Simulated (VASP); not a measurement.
# Ag (Fm-3m) in VASP: further runs

The runs below take Ag through relaxation of cell and atoms, with r2SCAN.

Program: VASP 6.6.1. These are calculated values, not measurements. Logs are shortened: lines on timing, memory, paths and dates and some standing lists are left out, and cuts for length are marked.

## 1. The cell of the first run

It takes space group Fm-3m (No. 225, cubic). Conventional cell: a = 4.104 Å, b = 4.104 Å, c = 4.104 Å, α = 90.00°, β = 90.00°, γ = 90.00°. Ag (site symmetry m-3m) has 12 Ag at 2.90 Å within 3.8 Å.

## 2. Relaxation of cell and atoms, r2SCAN, target pressure 7 GPa, at which the enthalpy is minimised

Input file POSCAR:

```
Ag
1.0
    0.0000000000      2.0521673962      2.0521673962
    2.0521673962      0.0000000000      2.0521673962
    2.0521673962      2.0521673962      0.0000000000
Ag
1
Direct
    0.0000000000      0.0000000000      0.0000000000
```

Input file INCAR.step1:

```
  PREC = Accurate
  ENCUT = 600
  ISMEAR = -1
  SIGMA = 0.08
  LREAL = F
  LASPH = T
  NELM = 100
  GGA = PE
  ALGO = Normal
  EDIFF = 1E-4
  LWAVE = T
  LCHARG = F
```

Input file INCAR.step2:

```
  PREC = Accurate
  ENCUT = 600
  EDIFF = 1E-7
  ISMEAR = -1
  SIGMA = 0.08
  LREAL = F
  LASPH = T
  NELM = 100
  ALGO = Normal
  ISIF = 3
  LWAVE = F
  LCHARG = F
  METAGGA = R2SCAN
  LMIXTAU = T
  IBRION = 2
  NSW = 100
  EDIFFG = -0.002
  PSTRESS = 70.0
  ISTART = 1
```

Input file KPOINTS:

```
regular mesh
0
Gamma
  24 24 24
```

Potentials or basis: VASP PAW PBE potentials, release 64 (Ag).

Launch:

```sh
$ cat potpaw_PBE.64/Ag/POTCAR > POTCAR
$ cp INCAR.step1 INCAR
$ mpirun -np 1 vasp_std > vasp.out
$ cp INCAR.step2 INCAR
$ mpirun -np 1 vasp_std > vasp.out
```

OUTCAR:

```text
PREC = Accurate
   ENCUT = 600
   EDIFF = 1E-7
   ISMEAR = -1
   LREAL = F
   LASPH = T
   NELM = 100
   ISIF = 3
   METAGGA = R2SCAN
   IBRION = 2
   NSW = 100
   EDIFFG = -0.002
   PSTRESS = 70.0
   ISTART = 1

 ion  position               nearest neighbor table
   1  0.000  0.000  0.000-

  LATTYP: Found a face centered cubic cell.
 ALAT       =     4.1043347924

  Lattice vectors:

 A1 = (   0.0000000000,   2.0521673962,   2.0521673962)
 A2 = (   2.0521673962,   0.0000000000,   2.0521673962)
 A3 = (   2.0521673962,   2.0521673962,   0.0000000000)

Analysis of symmetry for initial positions (statically):
=====================================================================
 Subroutine PRICEL returns:
 Original cell was already a primitive cell.

 Routine SETGRP: Setting up the symmetry group for a
 face centered cubic supercell.

 Subroutine GETGRP returns: Found 48 space group operations
 (whereof 48 operations were pure point group operations)
 out of a pool of 48 trial point group operations.

The static configuration has the point symmetry O_h .

Analysis of symmetry for dynamics (positions and initial velocities):
=====================================================================
 Subroutine PRICEL returns:
 Original cell was already a primitive cell.

 Routine SETGRP: Setting up the symmetry group for a
 face centered cubic supercell.

 Subroutine GETGRP returns: Found 48 space group operations
 (whereof 48 operations were pure point group operations)
 out of a pool of 48 trial point group operations.

The dynamic configuration has the point symmetry O_h .

 Subroutine INISYM returns: Found 48 space group operations
 (whereof 48 operations are pure point group operations),
 and found     1 'primitive' translations

----------------------------------------------------------------------------------------

                                     Primitive cell

  volume of cell :      17.2850

  direct lattice vectors                    reciprocal lattice vectors
     0.000000000  2.052167396  2.052167396    -0.243644842  0.243644842  0.243644842
     2.052167396  0.000000000  2.052167396     0.243644842 -0.243644842  0.243644842
     2.052167396  2.052167396  0.000000000     0.243644842  0.243644842 -0.243644842

  length of vectors
     2.902202964  2.902202964  2.902202964     0.422005244  0.422005244  0.422005244

  position of ions in fractional coordinates (direct lattice)
     0.000000000  0.000000000  0.000000000

  ion indices of the primitive-cell ions
   primitive index   ion index
                 1           1

----------------------------------------------------------------------------------------

 KPOINTS: regular mesh

Automatic generation of k-mesh.
 Grid dimensions read from file:
 generate k-points for:   24   24   24

 Generating k-lattice:

  Cartesian coordinates                     Fractional coordinates (reciprocal lattice)
    -0.010151868  0.010151868  0.010151868     0.041666667  0.000000000  0.000000000
     0.010151868 -0.010151868  0.010151868     0.000000000  0.041666667  0.000000000
     0.010151868  0.010151868 -0.010151868     0.000000000  0.000000000  0.041666667

  Length of vectors
     0.017583552  0.017583552  0.017583552

  Shift w.r.t. Gamma in fractional coordinates (k-lattice)
     0.000000000  0.000000000  0.000000000

 Subroutine IBZKPT returns following result:
 ===========================================

 Found    413 irreducible k-points:

 Following reciprocal coordinates:
            Coordinates               Weight
  0.000000  0.000000  0.000000      1.000000
  0.041667  0.000000  0.000000      8.000000
  0.083333  0.000000  0.000000      8.000000
  0.125000  0.000000  0.000000      8.000000
  0.166667  0.000000  0.000000      8.000000
  0.208333  0.000000  0.000000      8.000000
[... 16 lines left out ...]
  0.416667  0.041667  0.000000     24.000000
  0.458333  0.041667  0.000000     24.000000
 [... further k-points ...]
   k-points           NKPTS =    413   k-points in BZ     NKDIM =    413   number of bands    NBANDS=      9
   number of dos      NEDOS =    301   number of ions     NIONS =      1
   total plane-waves  NPLWV =  13824
   dimension x,y,z NGX =    24 NGY =   24 NGZ =   24
   dimension x,y,z NGXF=    48 NGYF=   48 NGZF=   48
   ions per type =               1
   NGX,Y,Z   is equivalent  to a cutoff of  13.75, 13.75, 13.75 a.u.
   NGXF,Y,Z  is equivalent  to a cutoff of  27.50, 27.50, 27.50 a.u.
 SYSTEM =  unknown system
   PREC   = accura    normal or accurate (medium, high low for compatibility)
   ISTART =      1    job   : 0-new  1-cont  2-samecut
   ICHARG =      0    charge: 1-file 2-atom 10-const
   ISPIN  =      1    spin polarized calculation?
   LNONCOLLINEAR =      F non collinear calculations
   LSORBIT =      F    spin-orbit coupling
   LASPH  =      T    aspherical Exc in radial PAW
   ENCUT  =  600.0 eV  44.10 Ry    6.64 a.u.   5.80  5.80  5.80*2*pi/ulx,y,z
   NELM   =    100;   NELMIN=  2; NELMDL=  0     # of ELM steps
   EDIFF  = 0.1E-06   stopping-criterion for ELM
   LREAL  =      F    real-space projection
   EDIFFG = -.2E-02   stopping-criterion for IOM
   NSW    =    100    number of steps for IOM
   IBRION =      2    ionic relax: 0-MD 1-quasi-New 2-CG
   NFREE  =      1    steps in history (QN), initial steepest desc. (CG)
   ISIF   =      3    stress and relaxation
   ISYM   =      2    0-nonsym 1-usesym 2-fastsym
   POTIM  = 0.5000    time-step for ionic-motion
   TEBEG  =    0.0;   TEEND  =   0.0 temperature during run
   PSTRESS=   70.0 pullay stress
   NELECT =      11.0000    total number of electrons
   NUPDOWN=      -1.0000    fix difference up-down
   EMIN   =  10.00;   EMAX   =-10.00  energy-range for DOS
   EFERMI =   0.00;   METHOD = LEGACY
   ISMEAR =    -1;   SIGMA  =   0.08  broadening in eV -4-tet -1-fermi 0-gaus
   EFERMI_NEDOS =   21; number of points for ismear=-14 and -15
   IALGO  =     38    algorithm
   IMIX   =      4    mixing-type and parameters
     AMIX     =   0.40;   BMIX     =  1.00
     AMIX_MAG =   1.60;   BMIX_MAG =  1.00
  volume/ion in A,a.u.               =      17.28       116.64
  Fermi-wavevector in a.u.,A,eV,Ry     =   1.408152  2.661022 26.978894  1.982893
  Thomas-Fermi vector in A             =   2.530339
   LORBIT       =      0    0 simple, 1 ext, 2 COOP (PROOUT), +10 PAW based schemes
   METAGGA = R2SCAN    functional components
   LHFCALC =     F    Hartree Fock is set to
   AEXX    =    0.0000 exact exchange contribution
   IVDW    =     0    specifies the selected vdW correction
   LEPSILON=     F    determine dielectric tensor
   LRPA    =     F    only Hartree local field effects (RPA)
 conjugate gradient relaxation of ions
 non-spin polarized calculation
  energy-cutoff  :      600.00
  volume of cell :       17.28
 maximum number of plane-waves:       589
   NGX = 11   NGY = 11   NGZ = 11

--------------------------------------- Ionic step        1  -------------------------------------------

 number of electron      10.9999999 magnetization

 Free energy of the ion-electron system (eV)
  ---------------------------------------------------
  ext. energy  EPLUGINS =         0.00000000
  ---------------------------------------------------
  free energy    TOTEN  =       -21.36089132 eV

  energy without entropy =      -21.35645886  energy(sigma->0) =      -21.35867509

------------------------ aborting loop because EDIFF is reached ----------------------------------------

  FORCE on cell =-STRESS in cart. coord.  units (eV):
  Direction    XX          YY          ZZ          XY          YZ          ZX
  --------------------------------------------------------------------------------------
  -------------------------------------------------------------------------------------
  Total        0.0118616      0.0118616      0.0118616      0.0000000      0.0000000      0.0000000
  in kB        1.0994745      1.0994745      1.0994745      0.0000000      0.0000000      0.0000000
  external PRESSURE =     -68.9005255 kB  Pullay stress =      70.0000000 kB
[... 207 lines left out ...]
  enthalpy is  TOTEN    =       -20.6271297608 eV   P V=        0.7141577030

--------------------------------------- Ionic step        7  -------------------------------------------

 number of electron      11.0000002 magnetization

 Free energy of the ion-electron system (eV)
  ---------------------------------------------------
  ext. energy  EPLUGINS =         0.00000000
  ---------------------------------------------------
  free energy    TOTEN  =       -21.34141434 eV

  energy without entropy =      -21.33720445  energy(sigma->0) =      -21.33930939

 E-fermi :   9.0800     XC(G=0): -13.2643

 val. band max:        9.0562046092   @ k =   0.5000   0.3333   0.1250
 cond. band min:       9.1013369608   @ k =   0.5000   0.1667   0.0417
 fundamental gap:      0.0451323515
 Fermi energy:         9.0800354563

 k-point     1 :       0.0000    0.0000    0.0000
  band No.  band energies     occupation
      1       0.7390      2.00000
      2       3.7247      2.00000
      3       3.7247      2.00000
      4       3.7247      2.00000
      5       4.8517      2.00000
      6       4.8517      2.00000
      7      25.7794      0.00000
      8      29.7768      0.00000
      9      29.7768      0.00000
[... 265 lines left out ...]
 k-point    24 :       0.4583    0.0417    0.0000
  band No.  band energies     occupation
      1       2.0717      2.00000
      2       3.6867      2.00000
      3       3.7441      2.00000
      4       5.5107      2.00000
      5       5.7119      2.00000
      6       8.0995      1.99999
      7      13.8091      0.00000
      8      25.0957      0.00000
      9      27.8074      0.00000

 [... further k-points ...]

------------------------ aborting loop because EDIFF is reached ----------------------------------------

  FORCE on cell =-STRESS in cart. coord.  units (eV):
  Direction    XX          YY          ZZ          XY          YZ          ZX
  --------------------------------------------------------------------------------------
  -------------------------------------------------------------------------------------
  Total        0.7162196      0.7162196      0.7162196      0.0000000      0.0000000      0.0000000
  in kB       70.1896410     70.1896410     70.1896410      0.0000000      0.0000000      0.0000000
  external PRESSURE =       0.1896410 kB  Pullay stress =      70.0000000 kB
[... 16 lines left out ...]
  FREE ENERGIE OF THE ION-ELECTRON SYSTEM (eV)
  ---------------------------------------------------
  free  energy   TOTEN  =       -21.3414143375 eV

  energy  without entropy=      -21.3372044484  energy(sigma->0) =      -21.33930939

  enthalpy is  TOTEN    =       -20.6271298355 eV   P V=        0.7142845020

 reached required accuracy - stopping structural energy minimisation
```

Wall time 9.7 min (1 thread of Intel Xeon Platinum 8488C (Sapphire Rapids), shared host); peak memory 0.24 GiB.

What came out:

| Quantity | Value |
| --- | --- |
| Free energy | -21.3414 eV |
| Relaxed volume | 16.35 Å³/atom |
| Relaxed cell | a = 2.849 Å, b = 2.849 Å, c = 2.849 Å, α = 60.00°, β = 60.00°, γ = 60.00° |
| Space group after relaxing (to 0.1 Å) | Fm-3m (No. 225) |
| Energy change on relaxing (the run minimises the enthalpy) | +19.5 meV/atom |
| Ionic steps | 7 |
| Pressure after relaxing | 7.0 GPa |
| Band gap on the k mesh | zero (an odd number of electrons rules out a gap without spin polarisation) |

Step by step:
```tsv
step	energy change (eV)	largest force (eV/Å)	pressure (GPa)	volume (Å³)
1	0.0000	0.0000	0.11	17.28
2	0.0793	0.0000	15.90	15.49
3	0.0192	0.0000	6.94	16.35
4	0.0200	0.0000	7.11	16.34
5	0.0190	0.0000	6.90	16.36
6	0.0196	0.0000	7.03	16.35
7	0.0195	0.0000	7.02	16.35
```

Final structure:
```
Ag
1.0
     0.00000    2.01443    2.01443
     2.01443    0.00000    2.01443
     2.01443    2.01443    0.00000
Ag
1
Direct
  0.00000 0.00000 0.00000
```

Levels at points of the mesh, in eV from the Fermi level:
| k point | band 3 | band 4 | band 5 | band 6 | band 7 | band 8 | band 9 |
| --- | --- | --- | --- | --- | --- | --- | --- |
| (0.00, 0.00, 0.00) | -5.36 | -5.36 | -4.23 | -4.23 | 16.70 | 20.70 | 20.70 |
| (0.50, 0.00, 0.00) | -5.39 | -3.35 | -3.35 | -0.51 | 3.91 | 15.94 | 19.03 |
| (0.50, 0.50, 0.00) | -3.39 | -3.12 | -3.12 | 1.64 | 7.27 | 11.32 | 11.32 |

Caveat: the cell is relaxed towards a set pressure, so the run minimises the enthalpy, not the energy; the PAW data sets were made with another functional, which shifts forces and pressure a little.

## 3. Relaxation of cell and atoms, r2SCAN, target pressure 10 GPa, at which the enthalpy is minimised

POSCAR is that of step 2.

Input file INCAR.step1:

```
SYSTEM = Ag
ALGO = Normal
EDIFF = 1E-4
ENCUT = 600
GGA = PE
ISMEAR = -1
LASPH = .TRUE.
LCHARG = .FALSE.
LREAL = .FALSE.
LWAVE = .TRUE.
NELM = 80
PREC = Accurate
SIGMA = 0.08
```

Input file INCAR.step2:

```
SYSTEM = Ag
ALGO = Normal
EDIFF = 1E-7
EDIFFG = -0.002
ENCUT = 600
IBRION = 2
ISIF = 3
ISMEAR = -1
ISTART = 1
LASPH = .TRUE.
LCHARG = .FALSE.
LMIXTAU = .TRUE.
LREAL = .FALSE.
LWAVE = .FALSE.
METAGGA = R2SCAN
NELM = 80
NSW = 100
PREC = Accurate
PSTRESS = 100.0
SIGMA = 0.08
```

Input file KPOINTS:

```
k-points
0
G
  24 24 24
  0 0 0
```

Potentials or basis: VASP PAW PBE potentials, release 64 (Ag).

Launch:

```sh
$ cat potpaw_PBE.64/Ag/POTCAR > POTCAR
$ cp INCAR.step1 INCAR
$ mpirun -np 1 vasp_std > vasp.out
$ cp INCAR.step2 INCAR
$ mpirun -np 1 vasp_std > vasp.out
```

Wall time 9.9 min (1 thread of Intel Xeon Platinum 8488C (Sapphire Rapids), shared host); peak memory 0.24 GiB.

The run converged. Its results:

```yaml
Free_energy: -21.3244 eV
Relaxed_volume: 16.03 Å³/atom
Relaxed_cell: a = 2.830 Å, b = 2.830 Å, c = 2.830 Å, α = 60.00°, β = 60.00°, γ = 60.00°
Space_group_after_relaxing_to_0.1_Å: Fm-3m (No. 225)
Energy_change_on_relaxing_the_run_minimises_the_enthalpy: +36.5 meV/atom
Ionic_steps: 7
Pressure_after_relaxing: 10.0 GPa
Band_gap_on_the_k_mesh: zero (an odd number of electrons rules out a gap without spin polarisation)
```

Step by step:
| step | energy change (eV) | largest force (eV/Å) | pressure (GPa) | volume (Å³) |
| --- | --- | --- | --- | --- |
| 1 | 0.0000 | 0.0000 | 0.11 | 17.28 |
| 2 | 0.1758 | 0.0000 | 26.38 | 14.75 |
| 3 | 0.0353 | 0.0000 | 9.82 | 16.04 |
| 4 | 0.0368 | 0.0000 | 10.06 | 16.02 |
| 5 | 0.0360 | 0.0000 | 9.92 | 16.03 |
| 6 | 0.0366 | 0.0000 | 10.02 | 16.02 |
| 7 | 0.0365 | 0.0000 | 10.01 | 16.03 |

Final structure:
```yaml
crystal:
  lattice:
    - [0.00000, 2.00112, 2.00112]
    - [2.00112, 0.00000, 2.00112]
    - [2.00112, 2.00112, 0.00000]
  atoms:
    - { symbol: Ag, position: [0.00000, 0.00000, 0.00000] }
```

Levels at points of the mesh, in eV from the Fermi level:
```csv
k point,band 2,band 3,band 4,band 5,band 6,band 7,band 8,band 9
"(0.00, 0.00, 0.00)",-5.44,-5.44,-5.44,-4.27,-4.27,16.74,20.86,20.86
"(0.50, 0.00, 0.00)",-5.47,-5.47,-3.36,-3.36,-0.57,4.03,15.99,19.25
"(0.50, 0.50, 0.00)",-7.15,-3.40,-3.12,-3.12,1.62,7.44,11.43,11.43
```

Caveat: the cell is relaxed towards a set pressure, so the run minimises the enthalpy, not the energy; the PAW data sets were made with another functional, which shifts forces and pressure a little.

The gap in the log of VASP goes by the Fermi energy; the results here count the filled bands.